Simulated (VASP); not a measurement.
A run of VASP 6.6.1 is set up as follows.

Contents of POSCAR:

```
KCl
1.0
    3.8921695860      0.0000000000      0.0000000000
    0.0000000000      3.8921695860      0.0000000000
    0.0000000000      0.0000000000      3.8921695860
K Cl
1 1
Direct
    0.0000000000      0.0000000000      0.0000000000
    0.5000000000      0.5000000000      0.5000000000
```

INCAR.step1

```
SYSTEM = KCl
ALGO = Normal
EDIFF = 1E-4
ENCUT = 520
GGA = PE
ISMEAR = 0
LASPH = .TRUE.
LCHARG = .FALSE.
LREAL = .FALSE.
LWAVE = .TRUE.
NBANDS = 15
NELM = 100
PREC = Accurate
SIGMA = 0.02
```

INCAR.step2

```
SYSTEM = KCl
ALGO = Normal
EDIFF = 1E-6
ENCUT = 520
ISIF = 2
ISMEAR = 0
ISTART = 1
LASPH = .TRUE.
LCHARG = .TRUE.
LELF = .TRUE.
LMIXTAU = .TRUE.
LREAL = .FALSE.
LVHAR = .TRUE.
LWAVE = .FALSE.
METAGGA = R2SCAN
NBANDS = 15
NELM = 100
PREC = Accurate
SIGMA = 0.02
```

Contents of KPOINTS:

```
k-points
0
G
  6 6 6
  0 0 0
```

Potentials or basis: VASP PAW PBE potentials, release 64 (K_sv, Cl).

Launch:

```sh
$ cat potpaw_PBE.64/K_sv/POTCAR potpaw_PBE.64/Cl/POTCAR > POTCAR
$ cp INCAR.step1 INCAR
$ mpirun -np 1 vasp_std > vasp.out
$ cp INCAR.step2 INCAR
$ mpirun -np 1 vasp_std > vasp.out
```

(1) Predict the band gap on the k mesh.

(2) Estimate the pressure.

Results:

(1) 5.38 eV, indirect (least direct gap 5.58 eV).

(2) -1.8 GPa.

Caveat: the PAW data sets were made with another functional, which shifts forces and pressure a little.
